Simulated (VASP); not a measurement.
A run of VASP 6.6.1 is set up as follows.

The input POSCAR:

```
Ag
1.0
    2.9239437779      0.0000000000      0.0000000000
   -1.4619718890      2.5322095909      0.0000000000
    0.0000000000      0.0000000000     28.3821819660
Ag
4
Direct
    0.0000000000      1.0000000000      0.5326061304
    0.6666666667      0.3333333333      0.6158794519
    0.3333333333      0.6666666667      0.6980747504
    0.0000000000      1.0000000000      0.7798899484
```

Contents of INCAR.step1:

```
ALGO = Normal ; DIPOL = 0.5 0.5 0.657
EDIFF = 1E-4 ; ENCUT = 520
GGA = PE ; IDIPOL = 3
ISMEAR = 1 ; LASPH = T
LCHARG = F ; LDIPOL = T
LREAL = F ; LWAVE = T
NBANDS = 30 ; NELM = 100
PREC = Accurate ; SIGMA = 0.1
```

INCAR.step2

```
ALGO = Normal ; BPARAM = 11.95
CPARAM = 0.0093 ; DIPOL = 0.5 0.5 0.657
EDIFF = 1E-6 ; ENCUT = 520
IDIPOL = 3 ; ISIF = 2
ISMEAR = 1 ; ISTART = 1
IVDW_NL = 2 ; LASPH = T
LCHARG = F ; LDIPOL = T
LMIXTAU = T ; LREAL = F
LUSE_VDW = T ; LWAVE = F
METAGGA = R2SCAN ; NBANDS = 30
NELM = 100 ; PREC = Accurate
SIGMA = 0.1
```

Contents of KPOINTS:

```
k-points
0
Gamma
  15 15 1
```

Potentials or basis: VASP PAW PBE potentials, release 64 (Ag).

Run with:

```console
$ cat potpaw_PBE.64/Ag/POTCAR > POTCAR
$ cp INCAR.step1 INCAR
$ mpirun -np 1 vasp_std > vasp.out
$ cp INCAR.step2 INCAR
$ mpirun -np 1 vasp_std > vasp.out
```

**Question.** What does it give for the largest force?

**Answer.** 0.152 eV/Å.

**Question.** Estimate the band gap on the k mesh.

**Answer.** Zero (band 22 reaches 3.17 eV, above the bottom of band 23 at -3.61 eV).

Forces in eV/Å, atoms in the order of the input:
```
Ag   0.000  0.000  0.152
Ag   0.000  0.000 -0.151
Ag   0.000  0.000  0.025
Ag   0.000  0.000 -0.025
```

Caveat: the PAW data sets were made with another functional, which shifts forces and pressure a little.
